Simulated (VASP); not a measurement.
Runs of VASP 6.6.1 on Si. The structure is that of space group Fd-3m (No. 227), or close to it. The cells are those of the table. 

```tsv
task	level	potentials or basis	cell	k mesh	cutoff (eV)	smearing	gap on the mesh (eV)	pressure (GPa)	relaxed volume (Å³/atom)
relaxation of cell and atoms	PBE	VASP PAW PBE potentials, release 64 (Si)	relaxed from a = 3.838 Å, angles 60.0°, 2 atoms	8 × 8 × 8	600	fermi-dirac 0.02 eV	0.65	0.0	20.44
single point	PBEsol	VASP PAW PBE potentials, release 64 (Si)	a = 3.842 Å, angles 60.0°, 2 atoms	8 × 8 × 8	520	fermi-dirac 0.02 eV	0.51	(a)	-
relaxation of cell and atoms	LDA	VASP PAW LDA potentials, release 64 (Si)	relaxed from a = 3.868 Å, angles 60.0°, 2 atoms	8 × 8 × 8	600	fermi-dirac 0.02 eV	(b)	0.0	19.72
single point	PBE	VASP PAW PBE potentials, release 64 (Si)	a = 3.868 Å, angles 60.0°, 2 atoms	8 × 8 × 8	520	fermi-dirac 0.02 eV	0.65	0.0	-
dielectric tensor	r2SCAN	VASP PAW PBE potentials, release 64 (Si)	a = 3.850 Å, angles 60.0°, 2 atoms	6 × 6 × 6	520	gaussian 0.01 eV	0.93	-	-
```

Alike in all rows: no spin polarisation.

Question: Fill in the values left out.

Answer: (a) 0.1; (b) 0.49.

Caveats: the PAW data sets were made with another functional, which shifts forces and pressure a little (at least some runs).

A k mesh can miss the band edges.
